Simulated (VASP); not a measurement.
Input of a VASP 6.6.1 run:

Contents of INCAR:

```
SYSTEM = C
PREC = Accurate
ENCUT = 520
EDIFF = 1E-6
ISMEAR = 0
SIGMA = 0.1
LREAL = .False.
LASPH = .True.
NELM = 80
ALGO = Normal
ISIF = 2
LWAVE = .False.
LCHARG = .True.
LDIPOL = .True.
IDIPOL = 3
DIPOL = 0.5 0.5 0.500
GGA = PE
IVDW = 12
LELF = .True.
LVHAR = .True.
LVACPOTAV = .True.
NBANDS = 16
```

KPOINTS

```
Automatic mesh
0
Gamma
  21 21 1
  0 0 0
```

The input POSCAR:

```
C
1.0
    2.4656963732     -0.0000077612      0.0000000000
    1.2328554421      2.1353515083      0.0000000000
    0.0000000000      0.0000000000     32.6000552997
C
4
Direct
    0.1656234911      0.1656234911      0.4462934669
    0.4989864265      0.4988960999      0.4462907496
    0.3343765089      0.8343765089      0.5537065331
    0.0010135735      0.5011039001      0.5537092504
```

Potentials or basis: VASP PAW PBE potentials, release 64 (C).

Command:

```sh
$ cat potpaw_PBE.64/C/POTCAR > POTCAR
$ mpirun -np 1 vasp_std > vasp.out
```

Question: What does it give for the dispersion energy per atom?

Answer: -0.116 eV.

Question: Predict the largest force.

Answer: 0.016 eV/Å.

Forces in eV/Å, atoms in the order of the input:
```
C    0.000 -0.016  0.001
C    0.000 -0.001  0.001
C    0.000  0.016 -0.001
C    0.000  0.001 -0.001
```
